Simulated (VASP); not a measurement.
# Ge5H2 in VASP: further runs, part 2 of 2

VASP 6.6.1. The steps go on from the part before.

### 4 Single point, LDA

INCAR

```
SYSTEM = Ge5H2
ALGO     = Fast           ! electronic algorithm
DIPOL    = 0.5 0.5 0.343
EDIFF    = 1E-6           ! SCF threshold, eV
ENCUT    = 520            ! plane-wave cutoff, eV
GGA      = CA             ! functional
IDIPOL   = 3            
ISIF     = 2              ! what is computed and relaxed
ISMEAR   = 0              ! smearing method
LASPH    = .TRUE.         ! aspherical terms in the spheres
LCHARG   = .TRUE.         ! write CHGCAR
LDIPOL   = .TRUE.       
LELF     = .TRUE.         ! ELF
LREAL    = Auto         
LVACPOTAV= .TRUE.       
LVHAR    = .TRUE.       
LWAVE    = .FALSE.        ! write WAVECAR
NBANDS   = 164            ! bands
NELM     = 100            ! most SCF steps
PREC     = Accurate       ! precision mode
SIGMA    = 0.05           ! smearing width, eV
```

KPOINTS

```
k-points
0
G
  3 3 1
  0 0 0
```

POSCAR

```
Ge5H2
1.0
    7.9504584305      0.0000000000      0.0000000000
    0.0000000000      7.9504584305      0.0000000000
    0.0000000000      0.0000000000     19.3782629924
Ge H
20 8
Direct
    0.5000000000      0.5000000000      0.2531929680
    0.5000000000      0.0000000000      0.2531929680
    0.0000000000      0.5000000000      0.2531929680
    0.0000000000      0.0000000000      0.2531929680
    0.7500000000      0.5000000000      0.3257204060
    0.7500000000      0.0000000000      0.3257204060
    0.2500000000      0.5000000000      0.3257204060
    0.2500000000      0.0000000000      0.3257204060
    0.7497485309      0.7485950366      0.4027600641
    0.7497485309      0.2514049634      0.4027600641
    0.2504087392      0.7472181469      0.3968203234
    0.2504087392      0.2527818531      0.3968203234
    0.0064877132      0.7471029941      0.4745962596
    0.0064877132      0.2528970059      0.4745962596
    0.4955736191      0.7256438761      0.4748214691
    0.4955736191      0.2743561239      0.4748214691
    0.0856915132      0.0000000000      0.5407841604
    0.1095855242      0.5000000000      0.5407841604
    0.3796990025      0.0000000000      0.5058716740
    0.4346873825      0.5000000000      0.5628367865
    0.5090621173      0.6542935074      0.2055986752
    0.5090621173      0.3457064926      0.2055986752
    0.5090621173      0.1542935074      0.2055986752
    0.5090621173     -0.1542935074      0.2055986752
   -0.0090621173      0.3457064926      0.2055986752
   -0.0090621173      0.6542935074      0.2055986752
   -0.0090621173     -0.1542935074      0.2055986752
   -0.0090621173      0.1542935074      0.2055986752
```

Potentials or basis: VASP PAW LDA potentials, release 64 (Ge_d, H).

On the command line:

```sh
cat potpaw_LDA.64/Ge_d/POTCAR potpaw_LDA.64/H/POTCAR > POTCAR
mpirun -np 1 vasp_std > vasp.out
```

OUTCAR:

```text
SYSTEM = Ge5H2
   EDIFF = 1E-6
   ENCUT = 520
   GGA = CA
   ISIF = 2
   ISMEAR = 0
   LASPH = .TRUE.
   LREAL = Auto
   NELM = 100
   PREC = Accurate

 ion  position               nearest neighbor table
   1  0.500  0.500  0.253-  21 1.54  22 1.54   5 2.43   7 2.43
   2  0.500  0.000  0.253-  23 1.54  24 1.54   6 2.43   8 2.43
   3  0.000  0.500  0.253-  25 1.54  26 1.54   5 2.43   7 2.43
   4  0.000  0.000  0.253-  27 1.54  28 1.54   6 2.43   8 2.43
   5  0.750  0.500  0.326-   1 2.43   3 2.43   9 2.48  10 2.48
   6  0.750  0.000  0.326-   2 2.43   4 2.43   9 2.49  10 2.49
[... 8 lines left out ...]
  15  0.496  0.726  0.475-  19 2.44   9 2.46  11 2.47  20 2.52
  16  0.496  0.274  0.475-  19 2.44  10 2.46  12 2.47  20 2.52
  17  0.086  0.000  0.541-  19 2.43  14 2.47  13 2.47
  18  0.110  0.500  0.541-  13 2.49  14 2.49  20 2.62
  19  0.380  0.000  0.506-  17 2.43  16 2.44  15 2.44
  20  0.435  0.500  0.563-  15 2.52  16 2.52  18 2.62
  21  0.509  0.654  0.206-   1 1.54
  22  0.509  0.346  0.206-   1 1.54
  23  0.509  0.154  0.206-   2 1.54
  24  0.509  0.846  0.206-   2 1.54
  25  0.991  0.346  0.206-   3 1.54
  26  0.991  0.654  0.206-   3 1.54
  27  0.991  0.846  0.206-   4 1.54
  28  0.991  0.154  0.206-   4 1.54

  LATTYP: Found a simple tetragonal cell.
 ALAT       =     7.9504584305
 C/A-ratio  =     2.4373768081

  Lattice vectors:

 A1 = (   7.9504584305,   0.0000000000,   0.0000000000)
 A2 = (   0.0000000000,   7.9504584305,   0.0000000000)
 A3 = (   0.0000000000,   0.0000000000,  19.3782629924)

Analysis of symmetry for initial positions (statically):
=====================================================================
 Subroutine PRICEL returns:
 Original cell was already a primitive cell.

 Routine SETGRP: Setting up the symmetry group for a
 simple tetragonal supercell.

 Subroutine GETGRP returns: Found  2 space group operations
 (whereof  2 operations were pure point group operations)
 out of a pool of 16 trial point group operations.

[... 174 lines left out ...]
   LEPSILON=     F    determine dielectric tensor
   LRPA    =     F    only Hartree local field effects (RPA)
 non-spin polarized calculation
 RMM-DIIS sequential band-by-band and
 Gauss-broadening in eV      SIGMA  =   0.05
  energy-cutoff  :      520.00
  volume of cell :     1224.90
 maximum number of plane-waves:     33008
 NGX is ok and might be reduce to    60
   NGX = 29   NGY = 29   NGZ = 73

 dipolmoment           0.000000      0.000000     -0.009435 electrons x Angstroem

 number of electron     287.9999898 magnetization

 dipolmoment           0.000000      0.000000      0.077955 electrons x Angstroem

 Free energy of the ion-electron system (eV)
  ---------------------------------------------------
  ext. energy  EPLUGINS =         0.00000000
  ---------------------------------------------------
  free energy    TOTEN  =      -124.10116766 eV

  energy without entropy =     -124.09143666  energy(sigma->0) =     -124.09630216

 E-fermi :  -1.3440     XC(G=0):  -4.8018

 val. band max:       -1.4233372306   @ k =   0.0000   0.0000   0.0000
 cond. band min:      -1.3313357199   @ k =   0.3333   0.0000   0.0000
 fundamental gap:      0.0920015108
 Fermi energy:        -1.3439900425

 k-point     1 :       0.0000    0.0000    0.0000
  band No.  band energies     occupation
      1     -25.9983      2.00000
      2     -25.9592      2.00000
      3     -25.9122      2.00000
      4     -25.9115      2.00000
      5     -25.8928      2.00000
      6     -25.8913      2.00000
[... 625 lines left out ...]
    155       1.8218      0.00000
    156       1.8665      0.00000
 [bands above 156 left out]

------------------------ aborting loop because EDIFF is reached ----------------------------------------

  FORCE on cell =-STRESS in cart. coord.  units (eV):
  Direction    XX          YY          ZZ          XY          YZ          ZX
  --------------------------------------------------------------------------------------
  -------------------------------------------------------------------------------------
  Total       -5.8472196      5.0251713     -4.3380718      0.0000000      0.0000000      0.0908783
  in kB       -7.6482275      6.5729793     -5.6742456      0.0000000      0.0000000      0.1188698
  external PRESSURE =      -2.2498313 kB  Pullay stress =       0.0000000 kB

 VOLUME and BASIS-vectors are now :
 -----------------------------------------------------------------------------
  energy-cutoff  :      520.00
  volume of cell :     1224.90
      direct lattice vectors                 reciprocal lattice vectors
     7.950458431  0.000000000  0.000000000     0.125778911  0.000000000  0.000000000
     0.000000000  7.950458431  0.000000000     0.000000000  0.125778911  0.000000000
     0.000000000  0.000000000 19.378262992     0.000000000  0.000000000  0.051604212

 POSITION                                       TOTAL-FORCE (eV/Angst)
 -----------------------------------------------------------------------------------
      3.97523      3.97523      4.90644         0.000771      0.000000      0.332567
      3.97523      0.00000      4.90644         0.082998      0.000000      0.324624
      0.00000      3.97523      4.90644        -0.038735      0.000000      0.284173
      0.00000      0.00000      4.90644        -0.037795      0.000000      0.279975
      5.96284      3.97523      6.31190         0.095372      0.000000      0.190463
      5.96284      0.00000      6.31190         0.014031      0.000000      0.396610
[... 20 lines left out ...]
      7.87841      6.72375      3.98415         0.020881     -0.025399      0.010768
      7.87841      1.22670      3.98415         0.020881      0.025399      0.010768
 -----------------------------------------------------------------------------------
    total drift:                               -0.000907     -0.000000     -0.019045

  FREE ENERGIE OF THE ION-ELECTRON SYSTEM (eV)
  ---------------------------------------------------
  free  energy   TOTEN  =      -124.1011676640 eV

  energy  without entropy=     -124.0914366573  energy(sigma->0) =     -124.09630216

 vacuum level on the upper side and lower side of the slab         3.582         3.359
```

OSZICAR:

```text
N       E                     dE             d eps       ncg     rms          rms(c)
DAV:   1     0.372770023528E+04    0.37277E+04   -0.13997E+05  1608   0.316E+03
DAV:   2     0.676701605731E+03   -0.30510E+04   -0.29774E+04  1576   0.841E+02
DAV:   3    -0.470469060749E+02   -0.72375E+03   -0.69887E+03  1768   0.255E+02
DAV:   4    -0.124692062902E+03   -0.77645E+02   -0.76472E+02  1512   0.939E+01
[... 17 lines left out ...]
RMM:  22    -0.124101156436E+03   -0.48420E-05   -0.64600E-07   931   0.247E-03    0.744E-04
RMM:  23    -0.124101162868E+03   -0.64313E-05   -0.68815E-07   956   0.209E-03    0.378E-04
RMM:  24    -0.124101166035E+03   -0.31672E-05   -0.43452E-07   927   0.163E-03    0.180E-04
RMM:  25    -0.124101167272E+03   -0.12371E-05   -0.15316E-07   830   0.129E-03    0.105E-04
RMM:  26    -0.124101167664E+03   -0.39206E-06   -0.68844E-08   794   0.124E-03
   1 F= -.12410117E+03 E0= -.12409630E+03  d E =-.973101E-02
```

stdout:

```text
POSCAR found type information on POSCAR GeH
 POSCAR found :  2 types and      28 ions
 scaLAPACK will be used
 LDA part: xc-table for (Slater(with rela. corr.)+CA(PZ))
 , standard interpolation
 POSCAR, INCAR and KPOINTS ok, starting setup
 FFT: planning ... GRIDC
 FFT: planning ... GRID_SOFT
 FFT: planning ... GRID
 WAVECAR not read
 entering main loop
 num prob RMM:  21    -0.124101151594E+03   -0.27812E-04   -0.30572E-06  1110   0.352E-03    0.939E-04
WARNING in EDDRMM: call to ZHEGV failed, returncode =   6  3    155
WARNING in EDDRMM: call to ZHEGV failed, returncode =   8  4    129
 -----------------------------------------------------------------------------
|                                                                             |
|           W    W    AA    RRRRR   N    N  II  N    N   GGGG   !!!           |
|           W    W   A  A   R    R  NN   N  II  NN   N  G    G  !!!           |
|           W    W  A    A  R    R  N N  N  II  N N  N  G       !!!           |
|           W WW W  AAAAAA  RRRRR   N  N N  II  N  N N  G  GGG   !            |
|           WW  WW  A    A  R   R   N   NN  II  N   NN  G    G                |
|           W    W  A    A  R    R  N    N  II  N    N   GGGG   !!!           |
|                                                                             |
|     Did not find any points to average over, which means that no vacuum     |
|     field-free region was found. Please increase the size of  your cell     |
|     in the dimension of the dipole correction to obtain accurate            |
|     workfunction values.                                                    |
|                                                                             |
 -----------------------------------------------------------------------------
```

It took 61 min on 1 thread of Oxide Virtual Turin-like, shared host; peak memory 0.98 GiB.

Results:

| Quantity | Value |
| --- | --- |
| Free energy | -124.1012 eV |
| Largest force | 0.807 eV/Å |
| Band gap on the k mesh | zero (bands 144 and 145 overlap by 0.09 eV) |

Forces on the atoms (eV/Å):
```
Ge   0.001  0.000  0.333
Ge   0.083  0.000  0.325
Ge  -0.039  0.000  0.284
Ge  -0.038  0.000  0.280
Ge   0.095  0.000  0.190
Ge   0.014  0.000  0.397
Ge   0.054  0.000 -0.806
Ge  -0.148  0.000 -0.314
Ge   0.002 -0.001  0.002
Ge   0.002  0.001  0.002
Ge   0.002  0.007 -0.005
Ge   0.002 -0.007 -0.005
Ge  -0.012 -0.003  0.006
Ge  -0.012  0.003  0.006
Ge   0.003  0.000  0.004
Ge   0.003  0.000  0.004
Ge  -0.006  0.000  0.061
Ge  -0.002  0.000 -0.723
Ge   0.010  0.000  0.011
Ge   0.015  0.000  0.026
H   -0.016  0.015 -0.019
H   -0.016 -0.015 -0.019
H   -0.048  0.028 -0.001
H   -0.048 -0.028 -0.001
H    0.029 -0.005 -0.030
H    0.029  0.005 -0.030
H    0.021 -0.025  0.011
H    0.021  0.025  0.011
```

### 5 Overview

```csv
cell,gap on the mesh (eV),largest force (eV/Å)
"as given, atomic positions A",none,0.88
"as given, atomic positions B",0.54,1.06
"as given, atomic positions C",none,0.81
```

Alike in all rows: task single point; level LDA; potentials or basis VASP PAW LDA potentials, release 64 (Ge_d, H); no spin polarisation; k mesh 3 × 3 × 1; cutoff (eV) 520; smearing gaussian 0.05 eV.

Total energies depend on the potentials used, so only differences within one code and one set of settings carry meaning.

The gap in the log of VASP goes by the Fermi energy; the results here count the filled bands.